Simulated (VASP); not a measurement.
Here is a VASP 6.6.1 calculation.

File INCAR:

```
ALGO = Normal
EDIFF = 1E-7
ENCUT = 520
GGA = PS
ISIF = 2
ISMEAR = 0
LASPH = T
LCHARG = T
LELF = T
LREAL = F
LVHAR = T
LWAVE = F
NBANDS = 16
NELM = 80
PREC = Accurate
SIGMA = 0.15
```

KPOINTS

```
k-points
0
Gamma
  21 21 6
```

File POSCAR:

```
C
1.0
    1.1395356221     -2.0268460530      0.0000000000
    1.1395356221      2.0268460530      0.0000000000
    0.0000000000      0.0000000000      7.0235346231
C
4
Direct
    0.0833216498      0.9166783502      0.7498439858
    0.5833216498      0.4166783502      0.2501560142
    0.9166783502      0.0833216498      0.2501560142
    0.4166783502      0.5833216498      0.7498439858
```

Potentials or basis: VASP PAW PBE potentials, release 64 (C).

Run with:

```sh
$ cat potpaw_PBE.64/C/POTCAR > POTCAR
$ mpirun -np 1 vasp_std > vasp.out
```

Q: What does it give for the pressure?

A: 66.8 GPa.

Q: What does it give for the largest force?

A: 0.822 eV/Å.

Forces in eV/Å, atoms in the order of the input:
```
C    0.000 -0.822  0.000
C    0.000 -0.822  0.000
C    0.000  0.822  0.000
C    0.000  0.822  0.000
```

Caveat: the stress differs along the axes, from 0 to 116 GPa; this functional lacks dispersion, which binds layers or chains, so the pressure and a relaxed spacing across them are unreliable; the PAW data sets were made with another functional, which shifts forces and pressure a little.
